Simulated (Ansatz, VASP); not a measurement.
Two plane-wave programs on SnO

File INCAR:

```
SYSTEM = SnO
ALGO = Normal ; EDIFF = 1E-6
ENCUT = 520 ; GGA = PE
ISIF = 2 ; ISMEAR = 0
IVDW = 12 ; LASPH = .TRUE.
LCHARG = .FALSE. ; LREAL = .FALSE.
LWAVE = .FALSE. ; NBANDS = 28
NELM = 80 ; PREC = Accurate
SIGMA = 0.15
```

Contents of KPOINTS:

```
k-points
0
G
  12 12 10
  0 0 0
```

Contents of POSCAR:

```
SnO
1.0
    3.8370962941      0.0000000000      0.0000000000
    0.0000000000      3.8370962941     -0.0959274074
    0.0000000000     -0.1190532437      4.7621297486
Sn O
2 2
Direct
    0.0000000000      0.5000000000      0.2432421493
    0.5000000000      0.0000000000      0.7567578507
    0.0000000000      0.0000000000      0.0000000000
    0.5000000000      0.5000000000      0.0000000000
```

Input for Ansatz:

```yaml
crystal:
  lattice:
    - [3.8370962941, 0.0, 0.0]
    - [0.0, 3.8370962941, -0.0959274074]
    - [0.0, -0.1190532437, 4.7621297486]
  atoms:
    - { symbol: Sn, position: [0.0, 0.5, 0.2432421493] }
    - { symbol: Sn, position: [0.5, 0.0, 0.7567578507] }
    - { symbol: O, position: [0.0, 0.0, 0.0] }
    - { symbol: O, position: [0.5, 0.5, 0.0] }
basis:
  ecutwfc: 420
kpoints:
  mp_grid: { grid: [12, 12, 10] }
hamiltonian:
  xc: pbe
  dispersion: d3bj
scf:
  occupations: { method: gaussian, width: 0.15 }
output:
  forces: true
  stress: true
  eigenvalues: true
```

Change from the starting cell: strain -0.0500 x Voigt [0, 0, 0, 1, 0, 0], atoms carried along.

Alike in both runs: task single point; functional PBE; dispersion D3(BJ); k mesh 12 × 12 × 10; occupations gaussian, width 0.15 eV; no spin polarisation.

```csv
,VASP,Ansatz
version,VASP 6.6.1,Ansatz 0.2.0
potentials or method,"VASP PAW PBE potentials, release 64 (Sn_d, O), cutoff 520 eV","scalar-relativistic, plane waves, PAW"
valence electrons in the cell,40,40
```

|  | VASP | Ansatz | Ansatz less VASP |
| --- | --- | --- | --- |
| gap on the k mesh at the Fermi level (eV) | none | none | - |
| pressure (GPa) | 0.5 | 0.3 | -0.21 |
| traceless stress, the component that is largest in VASP (GPa) | 2.65 | 2.59 | -0.061 |
| rms of the force components (eV/Å) | 0.142 | 0.127 | -0.0155 |

Atom by atom the forces differ by 0.033 eV/Å (rms over components). A gap of «none» marks a metal or a gap that the smearing closes.
